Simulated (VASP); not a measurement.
# Ga3AsN2 (P-3m1) in VASP: a series of runs, part 2 of 2

VASP 6.6.1. The steps go on from the part before.

### 5 Single point, PBE

This run uses another cell than the first one, of 12.96 Å³/atom, 0.997 times its volume.

INCAR

```
  ALGO = Normal
  EDIFF = 1E-7
  ENCUT = 520
  GGA = PE
  ISIF = 2
  ISMEAR = 0
  LASPH = True
  LCHARG = False
  LREAL = False
  LWAVE = False
  NBANDS = 36
  NELM = 60
  PREC = Accurate
  SIGMA = 0.1
```

KPOINTS

```
k-points
0
Gamma
  12 12 4
```

POSCAR

```
Ga3AsN2
1.0
    3.1844493856      0.0000000000      0.0000000000
   -1.5922246928      2.7578140650      0.0000000000
    0.0000000000      0.0000000000      8.8569713278
Ga As N
3 1 2
Direct
    0.6666666667      0.3333333333      0.7736494335
    0.0000000000      0.0000000000      0.5000000000
    0.3333333333      0.6666666667      0.2263505665
    0.0000000000      0.0000000000      0.0000000000
    0.3333333333      0.6666666667      0.6436965325
    0.6666666667      0.3333333333      0.3563034675
```

Potentials or basis: VASP PAW PBE potentials, release 64 (Ga_d, As, N).

Started as:

```bash
$ cat potpaw_PBE.64/Ga_d/POTCAR potpaw_PBE.64/As/POTCAR potpaw_PBE.64/N/POTCAR > POTCAR
$ mpirun -np 1 vasp_std > vasp.out
```

OUTCAR:

```text
EDIFF = 1E-7
   ENCUT = 520
   GGA = PE
   ISIF = 2
   ISMEAR = 0
   LASPH = True
   LREAL = False
   NELM = 60
   PREC = Accurate

 ion  position               nearest neighbor table
   1  0.667  0.333  0.774-   5 2.17   5 2.17   5 2.17   4 2.72   4 2.72   4 2.72
   2  0.000  0.000  0.500-   5 2.24   6 2.24   6 2.24   5 2.24   6 2.24   5 2.24
   3  0.333  0.667  0.226-   6 2.17   6 2.17   6 2.17   4 2.72   4 2.72   4 2.72
   4  0.000  0.000  0.000-   1 2.72   3 2.72   1 2.72   3 2.72   1 2.72   3 2.72
   5  0.333  0.667  0.644-   1 2.17   1 2.17   1 2.17   2 2.24   2 2.24   2 2.24
   6  0.667  0.333  0.356-   3 2.17   3 2.17   3 2.17   2 2.24   2 2.24   2 2.24

  LATTYP: Found a hexagonal cell.
 ALAT       =     3.1844493856
 C/A-ratio  =     2.7813195486

  Lattice vectors:

 A1 = (   3.1844493856,   0.0000000000,   0.0000000000)
 A2 = (  -1.5922246928,   2.7578140650,   0.0000000000)
 A3 = (   0.0000000000,   0.0000000000,   8.8569713278)

Analysis of symmetry for initial positions (statically):
=====================================================================
 Subroutine PRICEL returns:
[... 175 lines left out ...]
  free energy    TOTEN  =       -28.91374538 eV

  energy without entropy =      -28.90690040  energy(sigma->0) =      -28.91032289

 E-fermi :   7.6948     XC(G=0): -11.8539

 val. band max:        7.6862074257   @ k =   0.3333   0.1667   0.5000
 cond. band min:       7.7472066502   @ k =   0.4167   0.1667   0.5000
 fundamental gap:      0.0609992245
 Fermi energy:         7.6948434947

 k-point     1 :       0.0000    0.0000    0.0000
  band No.  band energies     occupation
      1      -9.7439      2.00000
      2      -8.6198      2.00000
      3      -8.0244      2.00000
      4      -8.0037      2.00000
      5      -8.0037      2.00000
      6      -7.9241      2.00000
[... 925 lines left out ...]
     35      15.0754      0.00000
     36      15.2998      0.00000

 [... further k-points ...]
[... 5 lines left out ...]
  --------------------------------------------------------------------------------------
  -------------------------------------------------------------------------------------
  Total        0.1883321      0.1883321      0.2146439      0.0000000     -0.0000000      0.0000000
  in kB        3.8792742      3.8792742      4.4212452      0.0000000     -0.0000000      0.0000000
  external PRESSURE =       4.0599312 kB  Pullay stress =       0.0000000 kB

 VOLUME and BASIS-vectors are now :
 -----------------------------------------------------------------------------
  energy-cutoff  :      520.00
  volume of cell :       77.78
      direct lattice vectors                 reciprocal lattice vectors
     3.184449386  0.000000000  0.000000000     0.314026031  0.181303013  0.000000000
    -1.592224693  2.757814065  0.000000000     0.000000000  0.362606027  0.000000000
     0.000000000  0.000000000  8.856971328     0.000000000  0.000000000  0.112905412

 POSITION                                       TOTAL-FORCE (eV/Angst)
 -----------------------------------------------------------------------------------
      1.59222      0.91927      6.85219        -0.000000      0.000000      0.017573
      0.00000      0.00000      4.42849         0.000000      0.000000      0.000000
     -0.00000      1.83854      2.00478         0.000000     -0.000000     -0.017573
      0.00000      0.00000      0.00000         0.000000      0.000000      0.000000
     -0.00000      1.83854      5.70120        -0.000000     -0.000000     -0.002568
      1.59222      0.91927      3.15577         0.000000      0.000000      0.002568
 -----------------------------------------------------------------------------------
    total drift:                               -0.000000      0.000000      0.000000

  FREE ENERGIE OF THE ION-ELECTRON SYSTEM (eV)
  ---------------------------------------------------
  free  energy   TOTEN  =       -28.9137453786 eV

  energy  without entropy=      -28.9069003966  energy(sigma->0) =      -28.91032289
```

OSZICAR:

```text
N       E                     dE             d eps       ncg     rms          rms(c)
DAV:   1     0.473973731717E+03    0.47397E+03   -0.25474E+04  5388   0.266E+03
DAV:   2     0.439843561930E+02   -0.42999E+03   -0.41146E+03  5248   0.582E+02
DAV:   3    -0.278847804743E+02   -0.71869E+02   -0.69780E+02  5824   0.171E+02
DAV:   4    -0.323127209533E+02   -0.44279E+01   -0.43643E+01  6404   0.427E+01
DAV:   5    -0.324366189593E+02   -0.12390E+00   -0.12336E+00  6128   0.695E+00    0.106E+01
DAV:   6    -0.290934784996E+02    0.33431E+01   -0.15829E+01  8568   0.378E+01    0.415E+00
DAV:   7    -0.289354572842E+02    0.15802E+00   -0.32124E+00  6412   0.161E+01    0.288E+00
DAV:   8    -0.289262807731E+02    0.91765E-02   -0.36187E-01  6556   0.554E+00    0.153E+00
DAV:   9    -0.289134163504E+02    0.12864E-01   -0.46051E-02  6468   0.241E+00    0.248E-01
DAV:  10    -0.289135777729E+02   -0.16142E-03   -0.50641E-03  6532   0.883E-01    0.176E-01
DAV:  11    -0.289137596615E+02   -0.18189E-03   -0.96475E-04  6920   0.837E-01    0.568E-02
DAV:  12    -0.289137458125E+02    0.13849E-04   -0.31297E-04  6448   0.356E-01    0.306E-02
DAV:  13    -0.289137434939E+02    0.23187E-05   -0.99114E-05  7524   0.131E-01    0.753E-03
DAV:  14    -0.289137456564E+02   -0.21625E-05   -0.25640E-05  6476   0.767E-02    0.461E-03
DAV:  15    -0.289137453029E+02    0.35355E-06   -0.37986E-06  6436   0.490E-02    0.597E-04
DAV:  16    -0.289137453679E+02   -0.65062E-07   -0.12575E-06  5944   0.897E-03    0.147E-03
DAV:  17    -0.289137453786E+02   -0.10710E-07   -0.76596E-08  3292   0.649E-03
   1 F= -.28913745E+02 E0= -.28910323E+02  d E =-.684498E-02
```

It took 96 s on 1 thread of Intel Xeon 6975P-C (Granite Rapids), shared host; peak memory 0.3 GiB.

What came out:

* Free energy: -28.9137 eV
* Pressure: 0.4 GPa
* Largest force: 0.018 eV/Å
* Band gap on the k mesh: zero (band 27 reaches 9.34 eV, above the bottom of band 28 at 6.64 eV)

Forces on the atoms (eV/Å):
```
Ga   0.000  0.000  0.018
Ga   0.000  0.000  0.000
Ga   0.000  0.000 -0.018
As   0.000  0.000  0.000
N    0.000  0.000 -0.003
N    0.000  0.000  0.003
```

### 6 Overview

| cell | k mesh | smearing | gap on the mesh (eV) | pressure (GPa) | largest force (eV/Å) |
| --- | --- | --- | --- | --- | --- |
| a = 3.196, b = 3.196, c = 8.819 Å, angles 90.0, 90.0, 120.0°, 6 atoms | 6 × 6 × 2 | gaussian 0.1 eV | none | 0.4 | 0.03 |
| a = 3.613, b = 3.613, c = 8.851 Å, angles 90.0, 90.0, 120.0°, 6 atoms | 6 × 6 × 2 | gaussian 0.1 eV | none | -13.8 | 2.81 |
| a = 3.184, b = 3.184, c = 17.714 Å, angles 90.0, 90.0, 120.0°, 12 atoms | 6 × 6 × 2 | gaussian 0.2 eV | none | 0.8 | 0.05 |
| a = 3.184, b = 3.184, c = 8.857 Å, angles 90.0, 90.0, 120.0°, 6 atoms | 12 × 12 × 4 | gaussian 0.1 eV | none | 0.4 | 0.02 |

Alike in all rows: task single point; level PBE; potentials or basis VASP PAW PBE potentials, release 64 (Ga_d, As, N); no spin polarisation; cutoff (eV) 520.

Caveats: some runs use coarse meshes; forces of over 1 eV/Å act on the atoms, so gaps and moduli don't describe the material at rest (some runs).

Absolute energies hang on the potentials; compare differences alone.
